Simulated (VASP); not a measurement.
Input of a VASP 6.6.1 run:

The input INCAR:

```
SYSTEM = WSe2
  PREC = Accurate
  ENCUT = 520
  EDIFF = 1E-6
  ISMEAR = 0
  SIGMA = 0.05
  LREAL = .False.
  LASPH = .True.
  NELM = 60
  ALGO = Normal
  ISIF = 2
  LWAVE = .False.
  LCHARG = .False.
  GGA = PE
  IVDW = 12
  NBANDS = 35
```

Contents of KPOINTS:

```
regular mesh
0
Gamma
  12 12 2
  0 0 0
```

File POSCAR:

```
WSe2
1.0
    3.0331004923      0.0000000000      0.0000000000
   -1.5165502461      2.8397211660      0.0000000000
    0.0000000000      0.0000000000     12.7886113051
W Se
2 4
Direct
    0.3333333333      0.6666666667      0.2500000000
    0.6666666667      0.3333333333      0.7500000000
    0.3333333333      0.6666666667      0.6182912222
    0.6666666667      0.3333333333      0.1182912222
    0.3333333333      0.6666666667      0.8817087778
    0.6666666667      0.3333333333      0.3817087778
```

Potentials or basis: VASP PAW PBE potentials, release 64 (W_sv, Se).

Command:

```sh
$ cat potpaw_PBE.64/W_sv/POTCAR potpaw_PBE.64/Se/POTCAR > POTCAR
$ mpirun -np 1 vasp_std > vasp.out
```

Question: What does it give for the band gap on the k mesh?

Answer: 0.90 eV (least direct gap 1.70 eV).

Question: What does it give for the dispersion energy per atom?

Answer: -0.515 eV.

Stress tensor (GPa, compression positive):
```
25.49  0.00  0.00
 0.00  5.69  0.00
 0.00  0.00  9.75
```

Caveat: the cell differs from its parent crystal (strain -0.0750 x Voigt [1, 0, 0, 0, 0, 0]); the stress differs along the axes, from 6 to 25 GPa; spin-orbit coupling is left out, which moves the levels of the heavy elements; forces of over 1 eV/Å act on the atoms, so gaps and moduli don't describe the material at rest. A k mesh can miss the band edges.
